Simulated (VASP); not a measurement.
Input of a VASP 6.6.1 run:

The input INCAR:

```
PREC     = Accurate       # precision mode
ENCUT    = 520            # plane-wave cutoff, eV
EDIFF    = 1E-6           # SCF threshold, eV
ISMEAR   = -1             # smearing method
SIGMA    = 0.08           # smearing width, eV
LREAL    = False          # projectors in reciprocal space
LASPH    = True           # aspherical terms in the spheres
NELM     = 80             # most SCF steps
ALGO     = Normal         # electronic algorithm
ISIF     = 2              # what is computed and relaxed
LWAVE    = False          # write WAVECAR
LCHARG   = False          # write CHGCAR
GGA      = PS             # functional
NBANDS   = 10             # bands
```

KPOINTS

```
regular mesh
0
Gamma
  19 19 19
```

The input POSCAR:

```
F
1.0
    0.0000000000      1.3387461972      1.3387461972
    1.3387461972      0.0000000000      1.3387461972
    1.3387461972      1.3387461972      0.0000000000
F
1
Direct
    0.0000000000      0.0000000000      0.0000000000
```

Potentials or basis: VASP PAW PBE potentials, release 64 (F).

Launch:

```bash
$ cat potpaw_PBE.64/F/POTCAR > POTCAR
$ mpirun -np 1 vasp_std > vasp.out
```

Task: Predict the pressure.

Result: 244.5 GPa.

Caveat: the PAW data sets were made with another functional, which shifts forces and pressure a little; an odd number of electrons without spin polarisation forces a metal; a magnetic or distorted state may lie lower.
